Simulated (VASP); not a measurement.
A run of VASP 6.6.1 is set up as follows.

File INCAR:

```
SYSTEM = Sn3Se
PREC = Accurate
ENCUT = 520
EDIFF = 1E-7
ISMEAR = -1
SIGMA = 0.05
LREAL = .FALSE.
LASPH = .TRUE.
NELM = 100
ALGO = Normal
ISIF = 2
LWAVE = .FALSE.
LCHARG = .TRUE.
GGA = PE
LELF = .TRUE.
LVHAR = .TRUE.
NBANDS = 32
```

Contents of KPOINTS:

```
Automatic mesh
0
G
  6 6 6
  0 0 0
```

POSCAR

```
Sn3Se
1.0
    4.6777916979      0.0000000000      0.0000000000
    0.0000000000      4.6777916979      0.0000000000
    0.0000000000      0.0000000000      4.6777916979
Sn Se
3 1
Direct
    0.5000000000      0.5000000000      0.0000000000
    0.5000000000      0.0000000000      0.5000000000
    0.0000000000      0.5000000000      0.5000000000
    0.0000000000      0.0000000000      0.0000000000
```

Potentials or basis: VASP PAW PBE potentials, release 64 (Sn_d, Se).

Run with:

```bash
$ cat potpaw_PBE.64/Sn_d/POTCAR potpaw_PBE.64/Se/POTCAR > POTCAR
$ mpirun -np 1 vasp_std > vasp.out
```

Task: Estimate the pressure.

Result: 2.4 GPa.

Task: What does it give for the band gap on the k mesh?

Result: Zero (band 24 reaches 9.81 eV, above the bottom of band 25 at 7.38 eV).

Caveat: spin-orbit coupling is left out, which moves the levels of the heavy elements.
